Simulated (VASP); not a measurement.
# Cd (I4_1/amd) in VASP: relaxation of cell and atoms with PBE

Aim: the relaxation of cell and atoms of Cd with PBE.

Program: VASP 6.6.1. These are calculated values, not measurements. Logs are shortened: lines on timing, memory, paths and dates and some standing lists are left out, and cuts for length are marked.

### Step 1. The cell of the first run

It takes space group I4_1/amd (No. 141, tetragonal). The conventional cell has a = 4.866 Å, b = 4.866 Å, c = 2.676 Å, α = 90.00°, β = 90.00°, γ = 90.00°. Within 3.3 Å of Cd (site symmetry -4m2) lie 10 Cd at 2.52 to 3.15 Å.

### Step 2. Relaxation of cell and atoms, PBE, target pressure 48 GPa, at which the enthalpy is minimised

Contents of INCAR:

```
SYSTEM = Cd
  PREC = Accurate
  ENCUT = 600
  EDIFF = 1E-6
  ISMEAR = -1
  SIGMA = 0.1
  LREAL = .FALSE.
  LASPH = .TRUE.
  NELM = 80
  ALGO = Normal
  ISIF = 3
  LWAVE = .FALSE.
  LCHARG = .FALSE.
  GGA = PE
  IBRION = 2
  NSW = 60
  EDIFFG = -0.005
  PSTRESS = 480.0
```

Contents of KPOINTS:

```
Automatic mesh
0
G
  16 16 16
  0 0 0
```

Contents of POSCAR:

```
Cd
1.0
   -2.4327659148      2.4327659148      1.3380212531
    2.4327659148     -2.4327659148      1.3380212531
    2.4327659148      2.4327659148     -1.3380212531
Cd
2
Direct
   -0.3750000000     -0.1250000000     -0.2500000000
    0.3750000000      0.1250000000      0.2500000000
```

Potentials or basis: VASP PAW PBE potentials, release 64 (Cd).

Command:

```sh
> cat potpaw_PBE.64/Cd/POTCAR > POTCAR
> mpirun -np 1 vasp_std > vasp.out
```

OUTCAR:

```text
SYSTEM = Cd
   PREC = Accurate
   ENCUT = 600
   EDIFF = 1E-6
   ISMEAR = -1
   LREAL = .FALSE.
   LASPH = .TRUE.
   NELM = 80
   ISIF = 3
   GGA = PE
   IBRION = 2
   NSW = 60
   EDIFFG = -0.005
   PSTRESS = 480.0

 ion  position               nearest neighbor table
   1  0.625  0.875  0.750-   2 2.52   2 2.52   2 2.52   2 2.52   2 3.15   2 3.15   2 3.15   2 3.15

   2  0.375  0.125  0.250-   1 2.52   1 2.52   1 2.52   1 2.52   1 3.15   1 3.15   1 3.15   1 3.15

  LATTYP: Found a body centered tetragonal cell.
 ALAT       =     4.8655318296
 C/A-ratio  =     0.5500000000

  Lattice vectors:

 A1 = (  -2.4327659148,   2.4327659148,   1.3380212531)
 A2 = (   2.4327659148,  -2.4327659148,   1.3380212531)
 A3 = (   2.4327659148,   2.4327659148,  -1.3380212531)

Analysis of symmetry for initial positions (statically):
=====================================================================
 Subroutine PRICEL returns:
 Original cell was already a primitive cell.

 Routine SETGRP: Setting up the symmetry group for a
 body centered tetragonal supercell.

 Subroutine GETGRP returns: Found 16 space group operations
 (whereof  4 operations were pure point group operations)
 out of a pool of 16 trial point group operations.

The static configuration has the point symmetry C_2h.
 The point group associated with its full space group is D_4h.

Analysis of symmetry for dynamics (positions and initial velocities):
=====================================================================
 Subroutine PRICEL returns:
 Original cell was already a primitive cell.

 Routine SETGRP: Setting up the symmetry group for a
 body centered tetragonal supercell.

 Subroutine GETGRP returns: Found 16 space group operations
 (whereof  4 operations were pure point group operations)
 out of a pool of 16 trial point group operations.

The dynamic configuration has the point symmetry C_2h.
 The point group associated with its full space group is D_4h.

 Subroutine INISYM returns: Found 16 space group operations
 (whereof  4 operations are pure point group operations),
 and found     1 'primitive' translations

----------------------------------------------------------------------------------------

                                     Primitive cell

  volume of cell :      31.6755

  direct lattice vectors                    reciprocal lattice vectors
    -2.432765915  2.432765915  1.338021253     0.000000000  0.205527378  0.373686142
     2.432765915 -2.432765915  1.338021253     0.205527378  0.000000000  0.373686142
     2.432765915  2.432765915 -1.338021253     0.205527378  0.205527378  0.000000000

  length of vectors
     3.691476787  3.691476787  3.691476787     0.426477240  0.426477240  0.290659606

  position of ions in fractional coordinates (direct lattice)
     0.625000000  0.875000000  0.750000000
     0.375000000  0.125000000  0.250000000

  ion indices of the primitive-cell ions
   primitive index   ion index
                 1           1
                 2           2

----------------------------------------------------------------------------------------

 KPOINTS: Automatic mesh

Automatic generation of k-mesh.
 Grid dimensions read from file:
 generate k-points for:   16   16   16

 Generating k-lattice:

  Cartesian coordinates                     Fractional coordinates (reciprocal lattice)
     0.000000000  0.012845461  0.023355384     0.062500000  0.000000000  0.000000000
     0.012845461  0.000000000  0.023355384     0.000000000  0.062500000  0.000000000
     0.012845461  0.012845461  0.000000000     0.000000000  0.000000000  0.062500000

  Length of vectors
     0.026654827  0.026654827  0.018166225

  Shift w.r.t. Gamma in fractional coordinates (k-lattice)
     0.000000000  0.000000000  0.000000000

 Subroutine IBZKPT returns following result:
 ===========================================

 Found    349 irreducible k-points:

 Following reciprocal coordinates:
            Coordinates               Weight
  0.000000  0.000000  0.000000      1.000000
  0.062500  0.000000  0.000000      8.000000
  0.125000  0.000000  0.000000      8.000000
  0.187500  0.000000  0.000000      8.000000
  0.250000  0.000000  0.000000      8.000000
  0.312500  0.000000  0.000000      8.000000
[... 16 lines left out ...]
 -0.125000  0.062500  0.000000     16.000000
 -0.062500  0.062500  0.000000      4.000000
 [... further k-points ...]
   k-points           NKPTS =    349   k-points in BZ     NKDIM =    349   number of bands    NBANDS=     16
   number of dos      NEDOS =    301   number of ions     NIONS =      2
   total plane-waves  NPLWV =  27000
   dimension x,y,z NGX =    30 NGY =   30 NGZ =   30
   dimension x,y,z NGXF=    60 NGYF=   60 NGZF=   60
   ions per type =               2
   NGX,Y,Z   is equivalent  to a cutoff of  13.51, 13.51, 13.51 a.u.
   NGXF,Y,Z  is equivalent  to a cutoff of  27.02, 27.02, 27.02 a.u.
 SYSTEM =  Cd
   PREC   = accura    normal or accurate (medium, high low for compatibility)
   ISTART =      0    job   : 0-new  1-cont  2-samecut
   ICHARG =      2    charge: 1-file 2-atom 10-const
   ISPIN  =      1    spin polarized calculation?
   LNONCOLLINEAR =      F non collinear calculations
   LSORBIT =      F    spin-orbit coupling
   LASPH  =      T    aspherical Exc in radial PAW
   ENCUT  =  600.0 eV  44.10 Ry    6.64 a.u.   7.37  7.37  7.37*2*pi/ulx,y,z
   NELM   =     80;   NELMIN=  2; NELMDL= -5     # of ELM steps
   EDIFF  = 0.1E-05   stopping-criterion for ELM
   LREAL  =      F    real-space projection
   EDIFFG = -.5E-02   stopping-criterion for IOM
   NSW    =     60    number of steps for IOM
   IBRION =      2    ionic relax: 0-MD 1-quasi-New 2-CG
   NFREE  =      1    steps in history (QN), initial steepest desc. (CG)
   ISIF   =      3    stress and relaxation
   ISYM   =      2    0-nonsym 1-usesym 2-fastsym
   POTIM  = 0.5000    time-step for ionic-motion
   TEBEG  =    0.0;   TEEND  =   0.0 temperature during run
   PSTRESS=  480.0 pullay stress
   NELECT =      24.0000    total number of electrons
   NUPDOWN=      -1.0000    fix difference up-down
   EMIN   =  10.00;   EMAX   =-10.00  energy-range for DOS
   EFERMI =   0.00;   METHOD = LEGACY
   ISMEAR =    -1;   SIGMA  =   0.10  broadening in eV -4-tet -1-fermi 0-gaus
   EFERMI_NEDOS =   21; number of points for ismear=-14 and -15
   IALGO  =     38    algorithm
   IMIX   =      4    mixing-type and parameters
     AMIX     =   0.40;   BMIX     =  1.00
     AMIX_MAG =   1.60;   BMIX_MAG =  1.00
  volume/ion in A,a.u.               =      15.84       106.88
  Fermi-wavevector in a.u.,A,eV,Ry     =   1.492465  2.820349 30.306304  2.227450
  Thomas-Fermi vector in A             =   2.604989
   LORBIT       =      0    0 simple, 1 ext, 2 COOP (PROOUT), +10 PAW based schemes
   GGA     = PE    functional components
   LHFCALC =     F    Hartree Fock is set to
   AEXX    =    0.0000 exact exchange contribution
   IVDW    =     0    specifies the selected vdW correction
   LEPSILON=     F    determine dielectric tensor
   LRPA    =     F    only Hartree local field effects (RPA)
 conjugate gradient relaxation of ions
 non-spin polarized calculation
  energy-cutoff  :      600.00
  volume of cell :       31.68
 maximum number of plane-waves:      1081
 NGX is ok and might be reduce to    30
   NGX = 15   NGY = 15   NGZ = 15

--------------------------------------- Ionic step        1  -------------------------------------------

 number of electron      23.9999992 magnetization

 Free energy of the ion-electron system (eV)
  ---------------------------------------------------
  ext. energy  EPLUGINS =         0.00000000
  ---------------------------------------------------
  free energy    TOTEN  =         1.14810771 eV

  energy without entropy =        1.16741994  energy(sigma->0) =        1.15776383

------------------------ aborting loop because EDIFF is reached ----------------------------------------

  FORCE on cell =-STRESS in cart. coord.  units (eV):
  Direction    XX          YY          ZZ          XY          YZ          ZX
  --------------------------------------------------------------------------------------
  -------------------------------------------------------------------------------------
  Total       13.9198748     13.9198748     10.6943147      0.0000000      0.0000000      0.0000000
  in kB      704.0804153    704.0804153    540.9285374      0.0000000      0.0000000      0.0000000
  external PRESSURE =     169.6964560 kB  Pullay stress =     480.0000000 kB
[... 251 lines left out ...]
  enthalpy is  TOTEN    =        10.4714847873 eV   P V=       10.0931551558

--------------------------------------- Ionic step        8  -------------------------------------------

 number of electron      23.9999997 magnetization

 Free energy of the ion-electron system (eV)
  ---------------------------------------------------
  ext. energy  EPLUGINS =         0.00000000
  ---------------------------------------------------
  free energy    TOTEN  =         0.40664913 eV

  energy without entropy =        0.42942666  energy(sigma->0) =        0.41803789

 E-fermi :   5.2197     XC(G=0): -12.3893

 val. band max:        5.2009816129   @ k =   0.2500   0.2500   0.1250
 cond. band min:       5.2227470918   @ k =  -0.1875   0.3750   0.1250
 fundamental gap:      0.0217654789
 Fermi energy:         5.2197211543

 k-point     1 :       0.0000    0.0000    0.0000
  band No.  band energies     occupation
      1      -6.3631      2.00000
      2      -6.3386      2.00000
      3      -6.1180      2.00000
      4      -6.1168      2.00000
      5      -5.8378      2.00000
      6      -4.0976      2.00000
[... 8 lines left out ...]
     15      12.0605      0.00000
     16      18.0899      0.00000
[... 420 lines left out ...]
  band No.  band energies     occupation
      1      -6.3449      2.00000
      2      -6.3132      2.00000
      3      -6.1230      2.00000
      4      -6.1155      2.00000
      5      -5.7911      2.00000
      6      -4.1059      2.00000
[... 8 lines left out ...]
     15      12.2953      0.00000
     16      17.7874      0.00000

 [... further k-points ...]
[... 5 lines left out ...]
  --------------------------------------------------------------------------------------
  -------------------------------------------------------------------------------------
  Total       10.0731140     10.0731140     10.0670062      0.0000000     -0.0000000      0.0000000
  in kB      480.4062755    480.4062755    480.1149815      0.0000000     -0.0000000      0.0000000
  external PRESSURE =       0.3091775 kB  Pullay stress =     480.0000000 kB
[... 17 lines left out ...]
  FREE ENERGIE OF THE ION-ELECTRON SYSTEM (eV)
  ---------------------------------------------------
  free  energy   TOTEN  =         0.4066491261 eV

  energy  without entropy=        0.4294266621  energy(sigma->0) =        0.41803789

  enthalpy is  TOTEN    =        10.4712443698 eV   P V=       10.0645952438

 reached required accuracy - stopping structural energy minimisation
```

It took 21 min on 1 thread of Oxide Virtual Turin-like, shared host; peak memory 0.29 GiB.

Results:

- Free energy: 0.4066 eV
- Relaxed volume: 16.80 Å³/atom
- Relaxed cell: a = 3.819 Å, b = 3.819 Å, c = 3.819 Å, α = 96.70°, β = 96.70°, γ = 140.06°
- Space group after relaxing (to 0.1 Å): I4_1/amd (No. 141)
- Energy change on relaxing (the run minimises the enthalpy): -370.7 meV/atom
- Ionic steps: 8
- Pressure after relaxing: 48.0 GPa
- Band gap on the k mesh: zero (bands 12 and 13 overlap by 6.86 eV)

The path:
```
step  energy change (eV)  largest force (eV/Å)  pressure (GPa)  volume (Å³)
   1              0.0000                0.0000           64.97        31.68
   2             -1.9551                0.0000           17.83        39.93
   3             -0.8524                0.0000           44.84        34.08
   4             -0.8047                0.0000           45.97        33.92
   5             -0.7269                0.0000           48.33        33.55
   6             -0.7248                0.0000           48.36        33.54
   7             -0.7698                0.0000           47.21        33.69
   8             -0.7415                0.0000           48.03        33.59
```

Final structure:
```
Cd
1.0
    -2.53776    2.53776    1.30409
     2.53776   -2.53776    1.30409
     2.53776    2.53776   -1.30409
Cd
2
Direct
  0.62500 0.87500 0.75000
  0.37500 0.12500 0.25000
```

Caveat: the cell is relaxed towards a set pressure, so the run minimises the enthalpy, not the energy.

The gap in the log of VASP goes by the Fermi energy; the results here count the filled bands.